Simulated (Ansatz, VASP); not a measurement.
One calculation of GaN, two programs

File POSCAR:

```
GaN
1.0
    3.2785913828      0.0000000000      0.0000000000
   -1.6392956914      2.8393434261      0.0000000000
    0.0000000000      0.0000000000      5.3391041298
Ga N
2 2
Direct
    0.3333333333      0.6666666667      0.9991101046
    0.6666666667      0.3333333333      0.4991101046
    0.3333333333      0.6666666667      0.3758898954
    0.6666666667      0.3333333333      0.8758898954
```

File INCAR.step1:

```
SYSTEM = GaN
PREC     = Accurate       ! precision mode
ENCUT    = 520            ! plane-wave cutoff, eV
ISMEAR   = 0              ! smearing method
SIGMA    = 0.05           ! smearing width, eV
LREAL    = .False.        ! projectors in reciprocal space
LASPH    = .True.         ! aspherical terms in the spheres
NELM     = 80             ! most SCF steps
NBANDS   = 26             ! bands
GGA      = PE             ! functional
ALGO     = Normal         ! electronic algorithm
EDIFF    = 1E-4           ! SCF threshold, eV
LWAVE    = .True.         ! write WAVECAR
LCHARG   = .False.        ! write CHGCAR
```

File INCAR.step2:

```
SYSTEM = GaN
PREC     = Accurate       ! precision mode
ENCUT    = 520            ! plane-wave cutoff, eV
EDIFF    = 1E-6           ! SCF threshold, eV
ISMEAR   = 0              ! smearing method
SIGMA    = 0.05           ! smearing width, eV
LREAL    = .False.        ! projectors in reciprocal space
LASPH    = .True.         ! aspherical terms in the spheres
NELM     = 80             ! most SCF steps
ALGO     = Normal         ! electronic algorithm
ISIF     = 2              ! what is computed and relaxed
LWAVE    = .False.        ! write WAVECAR
LCHARG   = .True.         ! write CHGCAR
METAGGA  = R2SCAN         ! meta-GGA
LMIXTAU  = .True.       
LELF     = .True.         ! ELF
LVHAR    = .True.       
NBANDS   = 26             ! bands
ISTART   = 1
```

File KPOINTS:

```
Automatic mesh
0
Gamma
  12 12 6
  0 0 0
```

Input for Ansatz:

```yaml
crystal:
  lattice:
    - [3.2785913828, 0.0, 0.0]
    - [-1.6392956914, 2.8393434261, 0.0]
    - [0.0, 0.0, 5.3391041298]
  atoms:
    - { symbol: Ga, position: [0.3333333333, 0.6666666667, 0.9991101046] }
    - { symbol: Ga, position: [0.6666666667, 0.3333333333, 0.4991101046] }
    - { symbol: "N", position: [0.3333333333, 0.6666666667, 0.3758898954] }
    - { symbol: "N", position: [0.6666666667, 0.3333333333, 0.8758898954] }
basis:
  ecutwfc: 500
kpoints:
  mp_grid: { grid: [12, 12, 6] }
hamiltonian:
  xc: r2scan
scf:
  occupations: { method: gaussian, width: 0.05 }
output:
  forces: true
  stress: true
  eigenvalues: true
```

Change from the starting cell: strain +0.030 along x and y, +0.030 along z, atoms carried along.

Alike in both runs: task single point; functional r2SCAN; k mesh 12 × 12 × 6; occupations gaussian, width 0.05 eV; no spin polarisation.

|  | VASP | Ansatz |
| --- | --- | --- |
| version | VASP 6.6.1 | Ansatz 0.2.0 |
| potentials or method | VASP PAW PBE potentials, release 64 (Ga_d, N), cutoff 520 eV | scalar-relativistic, plane waves, PAW |
| valence electrons in the cell | 36 | 36 |

```csv
,VASP,Ansatz,Ansatz less VASP
gap on the k mesh at the Fermi level (eV),1.73,1.73,+0.003
least direct gap on the mesh (eV),1.73,1.73,+0.003
pressure (GPa),-13.6,-14.4,-0.75
"traceless stress, the component that is largest in VASP (GPa)",0.17,0.09,-0.082
rms of the force components (eV/Å),0.004,0.007,+0.0031
```

VASP's potentials were made for PBE, not for r2SCAN. Atom by atom the forces differ by 0.003 eV/Å (rms over components). The functional is the same, so the differences come from potentials, cutoffs and numerics.
